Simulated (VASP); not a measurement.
The system is TaN (WC type).

```
Ta N
1.0
     2.70306    0.00000    0.00000
    -1.35153    2.34092    0.00000
     0.00000    0.00000    2.69773
Ta N
1 1
Direct
  0.00000 0.00000 0.00000
  0.33333 0.66667 0.50000
```

Base run:

| Item | Value |
| --- | --- |
| Program | VASP 6.6.1 |
| Functional | PBE |
| Potentials or basis | VASP PAW PBE potentials, release 64 (Ta_sv_GW, N) |
| Cutoff | 600 eV |
| k mesh | 17 × 17 × 15 |
| Occupations | fermi-dirac, width 0.05 eV |
| Spin | no spin polarisation |

Its results: band gap on the k mesh zero (band 9 reaches 16.39 eV, above the bottom of band 10 at 15.94 eV); pressure 141.2 GPa.

Question: The run is repeated on the same cell with these changes: potentials or basis from VASP PAW PBE potentials, release 64 (Ta_sv_GW, N) to VASP PAW PBE potentials, release 64 (Ta_pv, N); cutoff from 600 eV to 520 eV; further incar settings from ALGO = Normal; EDIFF = 1e-06; NBANDS = 16 to ALGO = Normal; EDIFF = 1e-06; NBANDS = 15; valence electrons from 18 to 16. What comes out?

Answer: Band gap on the k mesh zero (band 8 reaches 11.12 eV, above the bottom of band 9 at 10.67 eV); pressure 142.8 GPa.

Caveats: spin-orbit coupling is left out, which moves the levels of the heavy elements.
